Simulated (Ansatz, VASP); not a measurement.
**NaH: VASP beside Ansatz**

INCAR

```
ALGO = Normal ; EDIFF = 1E-6
ENCUT = 500 ; GGA = PS
GGA_COMPAT = False ; ISIF = 2
ISMEAR = 0 ; LASPH = True
LCHARG = False ; LREAL = False
LWAVE = False ; NBANDS = 11
NELM = 120 ; PREC = Accurate
SIGMA = 0.05
```

File KPOINTS:

```
k-points
0
Gamma
  10 10 10
```

POSCAR

```
NaH
1.0
    2.9551240000      0.0000000000      0.0000000000
    0.0000000000      2.9551240000      0.0000000000
    0.0000000000      0.0000000000      2.9551240000
Na H
1 1
Direct
   -0.1435689564     -0.1435689564     -0.1015185826
    0.5000000000      0.5000000000      0.5000000000
```

Input for Ansatz:

```yaml
crystal:
  lattice:
    - [2.955124, 0.0, 0.0]
    - [0.0, 2.955124, 0.0]
    - [0.0, 0.0, 2.955124]
  atoms:
    - { symbol: Na, position: [-0.1435689564, -0.1435689564, -0.1015185826] }
    - { symbol: H, position: [0.5, 0.5, 0.5] }
basis:
  ecutwfc: 420
kpoints:
  mp_grid: { grid: [10, 10, 10] }
hamiltonian:
  xc: pbesol
scf:
  occupations: { method: gaussian, width: 0.05 }
output:
  forces: true
  stress: true
  eigenvalues: true
```

Alike in both runs: task single point; functional PBEsol; k mesh 10 × 10 × 10; occupations gaussian, width 0.05 eV; no spin polarisation.

|  | VASP | Ansatz |
| --- | --- | --- |
| version | VASP 6.6.1 | Ansatz 0.2.0 |
| potentials or method | VASP PAW PBE potentials, release 64 (Na_pv, H), cutoff 500 eV | scalar-relativistic, plane waves, PAW |
| valence electrons in the cell | 8 | 10 |

|  | VASP | Ansatz | Ansatz less VASP |
| --- | --- | --- | --- |
| gap on the k mesh at the Fermi level (eV) | 1.11 | 1.11 | +0.006 |
| least direct gap on the mesh (eV) | 4.25 | 4.26 | +0.003 |
| pressure (GPa) | 4.2 | 4.2 | +0.01 |
| traceless stress, the component that is largest in VASP (GPa) | 3.97 | 3.92 | -0.043 |
| rms of the force components (eV/Å) | 0.569 | 0.561 | -0.0078 |

VASP's potentials were made for PBE, not for PBEsol. Atom by atom the forces differ by 0.008 eV/Å (rms over components). VASP's potentials hold 8 valence electrons a cell and Ansatz's 10, so a difference there can come from the potentials and not from the codes.
